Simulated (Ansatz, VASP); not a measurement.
## Ge: VASP beside Ansatz

Contents of POSCAR:

```
Ge
1.0
    4.1175436753      0.0000000000      0.0000000000
   -2.0587718377      3.5658974240      0.0000000000
    0.0000000000      0.0000000000      6.7906041128
Ge
4
Direct
    0.3333333333      0.6666666667      0.0002529868
    0.6666666667      0.3333333333      0.5002529868
    0.3333333333      0.6666666667      0.3747470132
    0.6666666667      0.3333333333      0.8747470132
```

INCAR.step1

```
SYSTEM = Ge
PREC = Accurate ; ENCUT = 520
ISMEAR = -1 ; SIGMA = 0.02
LREAL = .FALSE. ; LASPH = .TRUE.
NELM = 80 ; NBANDS = 36
GGA = PE ; ALGO = Normal
EDIFF = 1E-4 ; LWAVE = .TRUE.
LCHARG = .FALSE.
```

Contents of INCAR.step2:

```
SYSTEM = Ge
PREC = Accurate ; ENCUT = 520
EDIFF = 1E-6 ; ISMEAR = -1
SIGMA = 0.02 ; LREAL = .FALSE.
LASPH = .TRUE. ; NELM = 80
ALGO = Normal ; ISIF = 2
LWAVE = .FALSE. ; LCHARG = .FALSE.
METAGGA = R2SCAN ; LMIXTAU = .TRUE.
NBANDS = 36 ; ISTART = 1
```

Contents of KPOINTS:

```
regular mesh
0
G
  12 12 4
  0 0 0
```

Input for Ansatz:

```yaml
crystal:
  lattice:
    - [4.1175436753, 0.0, 0.0]
    - [-2.0587718377, 3.565897424, 0.0]
    - [0.0, 0.0, 6.7906041128]
  atoms:
    - { symbol: Ge, position: [0.3333333333, 0.6666666667, 0.0002529868] }
    - { symbol: Ge, position: [0.6666666667, 0.3333333333, 0.5002529868] }
    - { symbol: Ge, position: [0.3333333333, 0.6666666667, 0.3747470132] }
    - { symbol: Ge, position: [0.6666666667, 0.3333333333, 0.8747470132] }
kpoints:
  mp_grid: { grid: [12, 12, 4] }
  band_path:
    path:
      - [0.0, 0.0, 0.0]
      - [0.5, 0.0, 0.0]
      - [0.3333333333, 0.3333333333, 0.0]
      - [0.0, 0.0, 0.5]
      - [0.5, 0.0, 0.5]
      - [0.3333333333, 0.3333333333, 0.5]
      - [0.0, 0.0, -0.054525]
      - [-0.001302, 0.000326, 0.21875]
    npoints: 1
hamiltonian:
  xc: r2scan
scf:
  occupations: { method: fermi_dirac, width: 0.02 }
  n_extra_bands: 5
output:
  forces: true
  stress: true
  eigenvalues: true
```

Change from the starting cell: hydrostatic strain +3.0%.

Alike in both runs: task single point; functional r2SCAN; k mesh 12 × 12 × 4; occupations fermi-dirac, width 0.02 eV; no spin polarisation.

```csv
,VASP,Ansatz
version,VASP 6.6.1,Ansatz 0.2.0
potentials or method,"VASP PAW PBE potentials, release 64 (Ge_d)","plane waves, PAW"
plane-wave cutoff (eV),520,500
valence electrons in the cell,56,56
```

|  | VASP | Ansatz | Ansatz less VASP |
| --- | --- | --- | --- |
| pressure (GPa) | -5.0 | -5.0 | -0.02 |
| traceless stress, the component that is largest in VASP (GPa) | 0.04 | 0.06 | +0.019 |

VASP's potentials were made for PBE, not for r2SCAN.
